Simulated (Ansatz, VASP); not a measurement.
Two plane-wave programs on MnB6

```xyz
7
Lattice="2.5374 -2.9253 0.0000 2.5374 2.9253 0.0000 0.0000 0.0000 3.6215" Properties=species:S:1:pos:R:3 pbc="T T T"
Mn    0.0000    0.0000    0.0000
B     1.2687   -1.4627    0.9187
B     1.2687    1.4627    2.7028
B     1.2687   -1.4627    2.7028
B     1.2687    1.4627    0.9187
B     4.0661    0.0000    1.8107
B     1.0087    0.0000    1.8107
```

Alike in both runs: task relaxation of cell and atoms; functional PBE; k mesh 8 × 8 × 8; occupations gaussian, width 0.1 eV; no spin polarisation.

```csv
,VASP,Ansatz
version,VASP 6.6.1,Ansatz 0.2.0
potentials or method,"VASP PAW PBE potentials, release 64 (Mn_pv, B), cutoff 600 eV","scalar-relativistic, plane waves, PAW"
valence electrons in the cell,31,33
```

|  | VASP | Ansatz | Ansatz less VASP |
| --- | --- | --- | --- |
| gap on the k mesh at the Fermi level, each at its own relaxed structure (eV) | none | none | - |
| relaxed volume (Å³/atom) | 7.68 | 7.68 | +0.008 |
| relaxed cell length with the largest relative difference (Å) | 3.872 | 3.873 | +0.0017 |

A gap of «none» marks a metal or a gap that the smearing closes. VASP's potentials hold 31 valence electrons a cell and Ansatz's 33, so a difference there can come from the potentials and not from the codes.
